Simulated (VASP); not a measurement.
# P2C2O (I4/mmm) in VASP: a series of runs, part 2 of 2

VASP 6.6.1.

**4. Single point, PBE+D3(BJ), collinear spin, ferromagnetic start**

This run uses another cell than the first one, of 14.71 Å³/atom.

INCAR reads:

```
SYSTEM = P2C2O
PREC = Accurate
ENCUT = 520
EDIFF = 1E-6
ISMEAR = 0
SIGMA = 0.1
LREAL = .False.
LASPH = .True.
NELM = 150
ALGO = Normal
ISIF = 2
LWAVE = .False.
LCHARG = .False.
ISPIN = 2
MAGMOM = 0 0 1 1 1
LORBIT = 11
GGA = PE
IVDW = 12
NBANDS = 24
```

KPOINTS reads:

```
regular mesh
0
Gamma
  6 6 6
  0 0 0
```

POSCAR reads:

```
P2C2O
1.0
   -1.9589556000      1.9589556000      4.7909762500
    1.9589556000     -1.9589556000      4.7909762500
    1.9589556000      1.9589556000     -4.7909762500
P C O
2 2 1
Direct
    0.7500000000      0.2500000000      0.5000000000
    0.2500000000      0.7500000000      0.5000000000
    0.3750000000      0.3750000000      0.0000000000
    0.6250000000      0.6250000000      0.0000000000
    0.0000000000      0.0000000000      0.0000000000
```

Potentials or basis: VASP PAW PBE potentials, release 64 (P, C, O).

Launch:

```bash
$ cat potpaw_PBE.64/P/POTCAR potpaw_PBE.64/C/POTCAR potpaw_PBE.64/O/POTCAR > POTCAR
$ mpirun -np 1 vasp_std > vasp.out
```

OUTCAR:

```text
SYSTEM = P2C2O
   PREC = Accurate
   ENCUT = 520
   EDIFF = 1E-6
   ISMEAR = 0
   LREAL = .False.
   LASPH = .True.
   NELM = 150
   ISIF = 2
   ISPIN = 2
   LORBIT = 11
   GGA = PE
   IVDW = 12
 IVDW          = 12

 ion  position               nearest neighbor table
   1  0.750  0.250  0.500-   3 2.30   4 2.30   3 2.30   4 2.30   2 2.77   2 2.77   2 2.77   2 2.77

   2  0.250  0.750  0.500-   3 2.30   4 2.30   3 2.30   4 2.30   1 2.77   1 2.77   1 2.77   1 2.77

   3  0.375  0.375  0.000-   1 2.30   2 2.30   2 2.30   1 2.30
   4  0.625  0.625  0.000-   2 2.30   1 2.30   1 2.30   2 2.30
   5  0.000  0.000  0.000-

  LATTYP: Found a body centered tetragonal cell.
 ALAT       =     3.9179112000
 C/A-ratio  =     2.4456788352

  Lattice vectors:

 A1 = (  -1.9589556000,   1.9589556000,   4.7909762500)
 A2 = (   1.9589556000,  -1.9589556000,   4.7909762500)
 A3 = (   1.9589556000,   1.9589556000,  -4.7909762500)

[... 1515 lines left out ...]
  Direction    XX          YY          ZZ          XY          YZ          ZX
  --------------------------------------------------------------------------------------
  -------------------------------------------------------------------------------------
  Total      -8.83234    -8.83234   -15.83316     0.00000    -0.00000     0.00000
  in kB    -192.42121  -192.42121  -344.94114     0.00000    -0.00000     0.00000
  external pressure =     -243.26 kB  Pullay stress =        0.00 kB

 VOLUME and BASIS-vectors are now :
 -----------------------------------------------------------------------------
  energy-cutoff  :      520.00
  volume of cell :       73.54
      direct lattice vectors                 reciprocal lattice vectors
    -1.958955600  1.958955600  4.790976250     0.000000000  0.255238046  0.104362863
     1.958955600 -1.958955600  4.790976250     0.255238046  0.000000000  0.104362863
     1.958955600  1.958955600 -4.790976250     0.255238046  0.255238046  0.000000000

 POSITION                                       TOTAL-FORCE (eV/Angst)
 -----------------------------------------------------------------------------------
     -0.00000      1.95896      2.39549         0.000000      0.000000      0.000000
      1.95896     -0.00000      2.39549         0.000000      0.000000     -0.000000
      0.00000      0.00000      3.59323        -0.000000     -0.000000     -1.363238
      0.00000      0.00000      5.98872         0.000000      0.000000      1.363238
      0.00000      0.00000      0.00000         0.000000      0.000000      0.000000
 -----------------------------------------------------------------------------------
    total drift:                               -0.000000     -0.000000     -0.000000

  FREE ENERGIE OF THE ION-ELECTRON SYSTEM (eV)
  ---------------------------------------------------
  free  energy   TOTEN  =       -24.1625728736 eV

  energy  without entropy=      -24.1378656367  energy(sigma->0) =      -24.15021926

 total charge

# of ion       s       p       d       tot
------------------------------------------
    1        1.156   1.066   0.000   2.221
    2        1.156   1.066   0.000   2.221
    3        1.009   1.032   0.000   2.042
    4        1.009   1.032   0.000   2.042
    5        1.605   3.083   0.000   4.688
--------------------------------------------------
tot          5.935   7.279   0.000  13.214

 magnetization (x)

# of ion       s       p       d       tot
------------------------------------------
    1       -0.000  -0.000   0.000  -0.000
    2       -0.000  -0.000   0.000  -0.000
    3        0.000  -0.000   0.000   0.000
    4        0.000  -0.000   0.000   0.000
    5        0.000   0.000   0.000   0.000
--------------------------------------------------
tot          0.000   0.000   0.000   0.000
```

stdout:

```text
POSCAR found type information on POSCAR P C O
 POSCAR found :  3 types and       5 ions
 scaLAPACK will be used
 LDA part: xc-table for (Slater+PW92), standard interpolation
 POSCAR, INCAR and KPOINTS ok, starting setup
 FFT: planning ... GRIDC
 FFT: planning ... GRID_SOFT
 FFT: planning ... GRID
 WAVECAR not read
 entering main loop
```

Run time: 1.7 min. Hardware: 1 thread of Intel Xeon 6975P-C (Granite Rapids), shared host; peak memory 0.36 GiB.

Results:

* Free energy: -24.1626 eV
* Pressure: -24.3 GPa
* Largest force: 1.363 eV/Å
* Band gap on the k mesh: zero (filled and empty bands overlap)
* Net moment: 0.00 μB per cell
* Valence electrons inside the program's atomic spheres: P 2.22; C 2.04; O 4.69
* Dispersion energy per atom: -0.201 eV

Forces on the atoms (eV/Å):
```
P    0.000  0.000  0.000
P    0.000  0.000  0.000
C    0.000  0.000 -1.363
C    0.000  0.000  1.363
O    0.000  0.000  0.000
```

Stress tensor (GPa, compression positive):
```
-19.24   0.00   0.00
  0.00 -19.24   0.00
  0.00   0.00 -34.49
```

Levels at points of the mesh, in eV from the Fermi level:
Spin up:
| k point | band 10 | band 11 | band 12 | band 13 | band 14 | band 15 |
| --- | --- | --- | --- | --- | --- | --- |
| (0.00, 0.00, 0.00) | -1.95 | -0.10 | -0.10 | 0.58 | 0.81 | 1.57 |
| (0.50, 0.00, 0.00) | -1.63 | -0.41 | -0.40 | -0.04 | 0.56 | 2.81 |
| (0.50, 0.50, 0.00) | -0.87 | 0.01 | 0.19 | 2.11 | 2.57 | 3.14 |
| (0.50, 0.50, 0.50) | -1.15 | -0.65 | -0.19 | -0.19 | -0.13 | 1.15 |
Spin down:
```tsv
k point	band 9	band 10	band 11	band 12	band 13	band 14	band 15	band 16
(0.00, 0.00, 0.00)	-1.95	-1.95	-0.10	-0.10	0.58	0.81	1.57	2.51
(0.50, 0.00, 0.00)	-2.13	-1.63	-0.41	-0.40	-0.04	0.56	2.81	3.64
(0.50, 0.50, 0.00)	-2.67	-0.87	0.02	0.19	2.11	2.57	3.14	4.57
(0.50, 0.50, 0.50)	-1.15	-1.15	-0.65	-0.19	-0.19	-0.13	1.15	2.93
```

Caveat: the cell stands under tension; forces of over 1 eV/Å act on the atoms, so gaps and moduli don't describe the material at rest.

**5. Relaxation of cell and atoms, PBE+D3(BJ)**

INCAR reads:

```
ALGO     = Normal         # electronic algorithm
EDIFF    = 1E-7           # SCF threshold, eV
EDIFFG   = -0.01          # ionic threshold
ENCUT    = 600            # plane-wave cutoff, eV
GGA      = PE             # functional
IBRION   = 2              # ionic algorithm
ISIF     = 3              # what is computed and relaxed
ISMEAR   = 0              # smearing method
IVDW     = 12             # dispersion correction
LASPH    = T              # aspherical terms in the spheres
LCHARG   = F              # write CHGCAR
LREAL    = F              # projectors in reciprocal space
LWAVE    = F              # write WAVECAR
NELM     = 80             # most SCF steps
NSW      = 100            # ionic steps
PREC     = Accurate       # precision mode
SIGMA    = 0.1            # smearing width, eV
```

KPOINTS reads:

```
k-points
0
Gamma
  14 14 14
```

POSCAR reads:

```
P2C2O
1.0
   -1.8378121930      1.8378121930      3.1078213308
    1.8378121930     -1.8378121930      3.1078213308
    1.8378121930      1.8378121930     -3.1078213308
P C O
2 2 1
Direct
    0.7500000000      0.2500000000      0.5000000000
    0.2500000000      0.7500000000      0.5000000000
    0.3797114596      0.3797114596      0.0000000000
    0.6202885404      0.6202885404      0.0000000000
    0.0000000000      0.0000000000      0.0000000000
```

Launch:

```bash
$ cat potpaw_PBE.64/P/POTCAR potpaw_PBE.64/C/POTCAR potpaw_PBE.64/O/POTCAR > POTCAR
$ mpirun -np 1 vasp_std > vasp.out
```

Run time: 3 min. Hardware: 1 thread of Intel Xeon 6975P-C (Granite Rapids), shared host; peak memory 0.33 GiB.

It converged, with:

```
Free energy                           : -31.6626 eV
Relaxed volume                        : 8.36 Å³/atom
Relaxed cell                          : a = 4.047 Å, b = 4.047 Å, c = 4.047 Å, α = 126.10°, β = 126.10°, γ = 79.72°
Space group after relaxing (to 0.1 Å) : I4/mmm (No. 139)
Energy gained by relaxing             : 0.2 meV/atom
Ionic steps                           : 5
Pressure after relaxing               : 0.0 GPa
Band gap on the k mesh                : zero (bands 12 and 13 overlap by 5.60 eV)
Dispersion energy per atom            : -0.317 eV
```

The path:
```csv
step,energy change (eV),largest force (eV/Å),pressure (GPa),volume (Å³)
1,0.0000,0.0968,-1.00,41.99
2,-0.0002,0.1292,0.58,41.67
3,-0.0010,0.0250,-0.16,41.82
4,-0.0009,0.0335,0.21,41.76
5,-0.0010,0.0013,0.00,41.79
```

Final structure:
```
P C O
1.0
    -1.83399    1.83399    3.10621
     1.83399   -1.83399    3.10621
     1.83399    1.83399   -3.10621
P C O
2 2 1
Cartesian
  0.0000 1.8340 1.5531
  1.8340 0.0000 1.5531
  0.0000 0.0000 2.3568
  0.0000 0.0000 3.8556
  0.0000 0.0000 0.0000
```

Levels at points of the mesh, in eV from the Fermi level:
| k point | band 8 | band 9 | band 10 | band 11 | band 12 | band 13 | band 14 | band 15 | band 16 |
| --- | --- | --- | --- | --- | --- | --- | --- | --- | --- |
| (0.00, 0.00, 0.00) | -6.57 | -6.57 | -6.45 | -4.13 | -4.13 | -2.72 | 0.00 | 3.72 | 3.98 |
| (0.50, 0.00, 0.00) | -7.12 | -4.48 | -3.24 | -2.27 | -2.07 | 0.23 | 2.26 | 2.41 | 4.48 |
| (0.50, 0.50, 0.00) | -4.03 | -3.39 | -2.59 | -2.39 | 2.19 | 3.84 | 3.96 | 4.47 | 4.61 |
| (0.50, 0.50, 0.50) | -2.63 | -2.61 | -2.61 | -2.56 | -2.56 | -1.11 | 1.51 | 2.24 | 4.29 |

**6. Summary**

```tsv
task	spin	cell	k mesh	cutoff (eV)	gap on the mesh (eV)	pressure (GPa)	moment (μB)	largest force (eV/Å)
single point	collinear, ferromagnetic start	a = 4.051 Å, angles 126.0, 126.0, 79.8°, 5 atoms, atomic positions A	6 × 6 × 6	520	none	-0.2	0.00	0.05
single point	off	a = 4.049 Å, angles 126.1, 126.1, 79.8°, 5 atoms, atomic positions A	14 × 14 × 14	520	none	-0.3	-	0.05
single point	collinear, ferromagnetic start	a = 5.534 Å, angles 138.5, 138.5, 60.1°, 5 atoms, atomic positions B	6 × 6 × 6	520	none	-24.3	0.00	1.36
relaxation of cell and atoms	off	relaxed from a = 4.051 Å, angles 126.0, 126.0, 79.8°, 5 atoms, atomic positions A	14 × 14 × 14	600	none	0.0	-	-
```

Alike in all rows: level PBE+D3(BJ); potentials or basis VASP PAW PBE potentials, release 64 (P, C, O); smearing gaussian 0.1 eV.

Caveats: the cell stands under tension (at least some runs); forces of over 1 eV/Å act on the atoms, so gaps and moduli don't describe the material at rest (at least some runs).

Absolute energies hang on the potentials; compare differences alone.
